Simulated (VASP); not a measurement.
## CO2: single point with PBE

The system is CO2.

```xyz
12
Lattice="5.7618 0.0000 0.0000 0.0000 5.7618 0.0000 0.0000 0.0000 5.6247" Properties=species:S:1:pos:R:3 pbc="T T T"
C     0.0000    0.0000    0.0000
C     2.8809    0.0000    2.8123
C     2.8809    2.8809    0.0000
C     0.0000    2.8809    2.8123
O     0.6423    0.6423    0.6271
O     2.2386    5.1195    3.4394
O     3.5233    2.2386    4.9976
O     5.1195    3.5233    2.1853
O     5.1195    5.1195    4.9976
O     3.5233    0.6423    2.1853
O     2.2386    3.5233    0.6271
O     0.6423    2.2386    3.4394
```

```yaml
Program: VASP 6.6.1
Task: single point
Functional: PBE
Potentials_or_basis: VASP PAW PBE potentials, release 64 (C, O)
Cutoff: 520 eV
k_mesh: 4 × 4 × 4
Occupations: gaussian, width 0.05 eV
Spin: no spin polarisation
Dipole_correction: no
Further_INCAR_settings: ALGO = Normal; EDIFF = 1e-06; NBANDS = 44
```

* Pressure: 24.0 GPa
* Largest force: 9.411 eV/Å
* Band gap on the k mesh: 7.22 eV

Forces on the atoms (eV/Å):
```
C    0.000  0.000  0.000
C    0.000  0.000  0.000
C    0.000  0.000  0.000
C    0.000  0.000  0.000
O    5.477  5.471  5.351
O   -5.477 -5.471  5.351
O    5.477 -5.471 -5.351
O   -5.477  5.471 -5.351
O   -5.477 -5.471 -5.351
O    5.477  5.471 -5.351
O   -5.477  5.471  5.351
O    5.477 -5.471  5.351
```

Stress tensor (GPa, compression positive):
```
24.30  0.00  0.00
 0.00 24.30  0.00
 0.00  0.00 23.32
```

Levels at points of the mesh, in eV from the valence-band top:
```csv
k point,band 28,band 29,band 30,band 31,band 32,band 33,band 34,band 35,band 36,band 37
"(0.00, 0.00, 0.00)",-0.18,-0.17,-0.17,-0.04,0.00,7.22,9.31,9.33,9.37,9.46
"(0.50, 0.00, 0.00)",-0.30,-0.25,-0.25,-0.08,-0.08,8.59,8.59,9.16,9.16,9.58
"(0.00, 0.50, 0.00)",-0.30,-0.25,-0.25,-0.08,-0.08,8.59,8.59,9.20,9.20,9.55
"(0.50, 0.50, 0.00)",-0.27,-0.24,-0.24,-0.24,-0.24,9.07,9.07,9.07,9.07,9.85
"(0.00, 0.00, 0.50)",-0.29,-0.25,-0.25,-0.09,-0.09,8.66,8.66,9.19,9.19,9.57
"(0.50, 0.00, 0.50)",-0.27,-0.24,-0.24,-0.24,-0.24,9.08,9.08,9.08,9.08,9.88
"(0.00, 0.50, 0.50)",-0.28,-0.23,-0.23,-0.23,-0.23,9.08,9.08,9.08,9.08,9.88
"(0.50, 0.50, 0.50)",-0.28,-0.25,-0.25,-0.25,-0.25,9.28,9.28,9.28,9.28,10.07
```

Wall time 110 s on 1 thread of AMD EPYC 9R45 96-Core Processor (Zen 5) (shared host), peak memory 0.34 GiB.

Caveat: the cell stands under pressure; this functional lacks dispersion, which holds the molecules together, so the pressure and a relaxed volume are unreliable; forces of over 1 eV/Å act on the atoms, so gaps and moduli don't describe the material at rest. A k mesh can miss the band edges.
